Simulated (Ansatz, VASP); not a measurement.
# Two plane-wave programs on Al12H

The input INCAR:

```
ALGO = Normal
DIPOL = 0.5 0.5 0.308
EDIFF = 1E-6
ENCUT = 520
GGA = PE
IDIPOL = 3
ISIF = 2
ISMEAR = 0
IVDW = 12
LASPH = True
LCHARG = True
LDIPOL = True
LELF = True
LREAL = False
LVACPOTAV = True
LVHAR = True
LWAVE = False
NBANDS = 30
NELM = 80
PREC = Accurate
SIGMA = 0.1
```

The input KPOINTS:

```
k-points
0
Gamma
  6 6 1
```

POSCAR

```
Al12H
1.0
    5.6314608543      0.0000000000      0.0000000000
   -2.8157304272      4.8769881603      0.0000000000
    0.0000000000      0.0000000000     21.6684292099
Al H
12 1
Direct
    0.3333333333      0.1666666667      0.1846003677
    0.3333333333      0.6666666667      0.1846003677
    0.8333333333      0.1666666667      0.1846003677
    0.8333333333      0.6666666667      0.1846003677
    0.1666666667      0.3333333333      0.2900502825
    0.1666666667      0.8333333333      0.2900502825
    0.6666666667      0.3333333333      0.2900502825
    0.6666666667      0.8333333333      0.2900502825
    0.0000000000      0.0000000000      0.3954337957
    0.0000000000      0.5000000000      0.3954337957
    0.5000000000      0.0000000000      0.3954337957
    0.5000000000      0.5000000000      0.3954337957
    0.1666666667      0.3333333333      0.5246540531
```

Input for Ansatz:

```yaml
crystal:
  lattice:
    - [5.6314608543, 0.0, 0.0]
    - [-2.8157304272, 4.8769881603, 0.0]
    - [0.0, 0.0, 21.6684292099]
  atoms:
    - { symbol: Al, position: [0.3333333333, 0.1666666667, 0.1846003677] }
    - { symbol: Al, position: [0.3333333333, 0.6666666667, 0.1846003677] }
    - { symbol: Al, position: [0.8333333333, 0.1666666667, 0.1846003677] }
    - { symbol: Al, position: [0.8333333333, 0.6666666667, 0.1846003677] }
    - { symbol: Al, position: [0.1666666667, 0.3333333333, 0.2900502825] }
    - { symbol: Al, position: [0.1666666667, 0.8333333333, 0.2900502825] }
    - { symbol: Al, position: [0.6666666667, 0.3333333333, 0.2900502825] }
    - { symbol: Al, position: [0.6666666667, 0.8333333333, 0.2900502825] }
    - { symbol: Al, position: [0.0, 0.0, 0.3954337957] }
    - { symbol: Al, position: [0.0, 0.5, 0.3954337957] }
    - { symbol: Al, position: [0.5, 0.0, 0.3954337957] }
    - { symbol: Al, position: [0.5, 0.5, 0.3954337957] }
    - { symbol: H, position: [0.1666666667, 0.3333333333, 0.5246540531] }
basis:
  ecutwfc: 420
kpoints:
  mp_grid: { grid: [6, 6, 1] }
hamiltonian:
  xc: pbe
  pseudopotentials: { kind: paw, azcp: { folder: soft_1 } }
  dispersion: d3bj
scf:
  occupations: { method: gaussian, width: 0.1 }
output:
  forces: true
  eigenvalues: true
efield:
  axis: 3
  dipole_correction: true
  ramp_width: 0.04
```

Alike in both runs: task single point; functional PBE; dispersion D3(BJ); k mesh 6 × 6 × 1; occupations gaussian, width 0.1 eV; no spin polarisation.

|  | VASP | Ansatz |
| --- | --- | --- |
| version | VASP 6.6.1 | Ansatz 0.2.0 |
| potentials or method | VASP PAW PBE potentials, release 64 (Al, H), cutoff 520 eV | scalar-relativistic, plane waves, PAW |
| valence electrons in the cell | 37 | 37 |

```csv
,VASP,Ansatz,Ansatz less VASP
gap on the k mesh at the Fermi level (eV),none,none,-
rms of the force components (eV/Å),0.220,0.220,+0.0001
"work function, face that differs most (eV)",3.95,3.95,-0.002
```

Atom by atom the forces differ by 0.000 eV/Å (rms over components). A gap of «none» marks a metal or a gap that the smearing closes.
